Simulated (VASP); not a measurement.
Set up this calculation in VASP 6.6.1, as the native input.

```yaml
Task: single point
Functional: PBE
Potentials_or_basis: VASP PAW PBE potentials, release 64 (Ca_sv, Ga_d, C, N)
Cutoff: 520 eV
k_mesh: 4 × 4 × 4
Occupations: gaussian, width 0.1 eV
Spin: no spin polarisation
Dipole_correction: no
Further_INCAR_settings: ALGO = Normal; EDIFF = 1e-06; NBANDS = 40
```

The structure of CaGaC4N4 lies in POSCAR:

```
CaGaC4N4
1.0
    7.4401775500      0.0000000000      0.0000000000
    0.0000000000      7.4401775500      0.0000000000
    0.0000000000      0.0000000000      4.1016666500
Ca Ga C N
1 1 4 4
Direct
    0.0000000000      0.0000000000      0.0000000000
    0.5000000000      0.5000000000      0.0000000000
    0.2001520600      0.7998479400      0.0000000000
    0.7998479400      0.2001520600      0.0000000000
    0.2001520600      0.2001520600      0.0000000000
    0.7998479400      0.7998479400      0.0000000000
    0.3113476500      0.6886523500      0.0000000000
    0.6886523500      0.3113476500      0.0000000000
    0.3113476500      0.3113476500      0.0000000000
    0.6886523500      0.6886523500      0.0000000000
```

The input as run:

INCAR

```
SYSTEM = CaGaC4N4
PREC = Accurate
ENCUT = 520
EDIFF = 1E-6
ISMEAR = 0
SIGMA = 0.1
LREAL = .FALSE.
LASPH = .TRUE.
NELM = 60
ALGO = Normal
ISIF = 2
LWAVE = .FALSE.
LCHARG = .FALSE.
GGA = PE
NBANDS = 40
```

KPOINTS

```
Automatic mesh
0
G
  4 4 4
  0 0 0
```

Potentials or basis: VASP PAW PBE potentials, release 64 (Ca_sv, Ga_d, C, N).

The run is started by

```bash
$ cat potpaw_PBE.64/Ca_sv/POTCAR potpaw_PBE.64/Ga_d/POTCAR potpaw_PBE.64/C/POTCAR potpaw_PBE.64/N/POTCAR > POTCAR
$ mpirun -np 1 vasp_std > vasp.out
```

Results of the run:

- Pressure: 8.8 GPa
- Largest force: 3.599 eV/Å
- Band gap on the k mesh: zero (an odd number of electrons rules out a gap without spin polarisation)

Caveat: the k points lie up to 0.38 Å⁻¹ apart, too coarse for converged energies and pressures of a metal; forces of over 1 eV/Å act on the atoms, so gaps and moduli don't describe the material at rest.

Wall time 110 s on 1 thread of Intel(R) Xeon(R) 6975P-C (Granite Rapids), with other jobs on the host, peak memory 0.4 GiB.
